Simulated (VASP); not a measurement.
Input of a VASP 6.6.1 run:

INCAR

```
SYSTEM = PbSe
ALGO = Normal
EDIFF = 1E-6
ENCUT = 500
GGA_COMPAT = .False.
ISIF = 2
ISMEAR = -1
LASPH = .True.
LCHARG = .False.
LREAL = .False.
LWAVE = .False.
NBANDS = 17
NELM = 120
PREC = Accurate
SIGMA = 0.05
```

The input KPOINTS:

```
k-points
0
Gamma
  6 6 6
  0 0 0
```

Contents of POSCAR:

```
PbSe
1.0
    3.9300118559      0.0000000000      0.0000000000
    0.0000000000      3.9300118559      0.0000000000
    0.0000000000      0.0000000000      3.9300118559
Pb Se
1 1
Direct
    0.0000000000      0.0000000000      0.0000000000
    0.5000000000      0.5000000000      0.5000000000
```

Potentials or basis: VASP PAW LDA potentials, release 64 (Pb_d, Se).

Launch:

```console
$ cat potpaw_LDA.64/Pb_d/POTCAR potpaw_LDA.64/Se/POTCAR > POTCAR
$ mpirun -np 1 vasp_std > vasp.out
```

(1) What does it give for the pressure?

(2) What does it give for the band gap on the k mesh?

Results:

(1) -8.0 GPa.

(2) zero (bands 10 and 11 overlap by 0.47 eV).

Caveat: the cell stands under tension; semilocal functionals underestimate gaps, so a narrow gap can read as zero; spin-orbit coupling is left out, which moves the levels of the heavy elements.
